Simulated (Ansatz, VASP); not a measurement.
## One calculation of Se, two programs

File INCAR:

```
SYSTEM = Se
ALGO     = Normal         ! electronic algorithm
EDIFF    = 1E-7           ! SCF threshold, eV
ENCUT    = 520            ! plane-wave cutoff, eV
GGA      = PS             ! functional
ISIF     = 2              ! what is computed and relaxed
ISMEAR   = -1             ! smearing method
LASPH    = .True.         ! aspherical terms in the spheres
LCHARG   = .False.        ! write CHGCAR
LREAL    = .False.        ! projectors in reciprocal space
LWAVE    = .False.        ! write WAVECAR
NBANDS   = 13             ! bands
NELM     = 80             ! most SCF steps
PREC     = Accurate       ! precision mode
SIGMA    = 0.05           ! smearing width, eV
```

Contents of KPOINTS:

```
k-points
0
Gamma
  4 4 4
  0 0 0
```

The input POSCAR:

```
Se
1.0
   -0.0107420367      3.0839329119      3.1174169185
    3.1533668015      0.0116704841      3.0950043977
    3.1779656662      3.0861192558     -0.0129283806
Se
2
Direct
    0.4913800000      0.5098000000      0.4985300000
    0.7581100000      0.7324300000      0.7726200000
```

Input for Ansatz:

```yaml
crystal:
  lattice:
    - [-0.01074203669447532, 3.083932911945796, 3.117416918519467]
    - [3.153366801546238, 0.011670484103942053, 3.0950043977210497]
    - [3.177965666244367, 3.0861192558455075, -0.012928380594187303]
  atoms:
    - { symbol: Se, position: [0.49138, 0.5098, 0.49853] }
    - { symbol: Se, position: [0.75811, 0.73243, 0.77262] }
basis:
  ecutwfc: 540.0
  xc_grid: 2
kpoints:
  mp_grid:
    grid: [4, 4, 4]
hamiltonian:
  xc: pbesol
scf:
  convergence:
    dr2_threshold: 1.0e-09
  occupations:
    method: fermi_dirac
    width: 0.05
output:
  forces: true
  stress: true
```

Alike in both runs: task single point; functional PBEsol; k mesh 4 × 4 × 4; occupations fermi-dirac, width 0.05 eV; no spin polarisation.

```csv
,VASP,Ansatz
version,VASP 6.6.1,Ansatz 0.2.0
potentials or method,"VASP PAW PBE potentials, release 64 (Se), cutoff 520 eV","plane waves, PAW"
valence electrons in the cell,12,32
```

```csv
,VASP,Ansatz,Ansatz less VASP
pressure (GPa),0.0,-0.1,-0.07
"traceless stress, the component that is largest in VASP (GPa)",2.87,2.87,+0.006
rms of the force components (eV/Å),0.579,0.578,-0.0012
```

VASP's potentials were made for PBE, not for PBEsol. Atom by atom the forces differ by 0.001 eV/Å (rms over components). With one functional, cell and mesh, what is left measures potentials, basis and numerics. VASP's potentials hold 12 valence electrons a cell and Ansatz's 32, so a difference there can come from the potentials and not from the codes. Ansatz's warnings: stress scf threshold loose.

The k mesh is coarse, so the values compare programs but aren't converged.
